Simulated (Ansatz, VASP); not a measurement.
## One calculation of GdN, two programs

```
Gd N
1.0
     0.00000    2.50302    2.50302
     2.50302    0.00000    2.50302
     2.50302    2.50302    0.00000
Gd N
1 1
Direct
  0.50000 0.50000 0.50000
  0.00000 0.00000 0.00000
```

Alike in both runs: task single point; functional r2SCAN; k mesh 12 × 12 × 12; occupations gaussian, width 0.05 eV; collinear spin.

|  | VASP | Ansatz |
| --- | --- | --- |
| version | VASP 6.6.1 | Ansatz 0.2.0 |
| potentials or method | VASP PAW PBE potentials, release 64 (Gd, N), cutoff 520 eV | scalar-relativistic, plane waves, PAW |
| valence electrons in the cell | 23 | 23 |

VASP gave:

* gap on the k mesh at the Fermi level (eV): none
* pressure (GPa): -3.0
* net moment per atom (μB): 3.50
* size of the moment on the site where the two differ most (μB): 6.79

**Question.** What did Ansatz give for the same quantities?

**Answer.** gap on the k mesh at the Fermi level (eV): none; pressure (GPa): -3.0; net moment per atom (μB): 3.50; size of the moment on the site where the two differ most (μB): 6.93.

VASP's potentials were made for PBE, not for r2SCAN. Site moments also hang on the region over which each program counts them. A gap of «none» marks a metal or a gap that the smearing closes. Ansatz's warnings: stability check not made.

Spin-orbit coupling is off throughout.
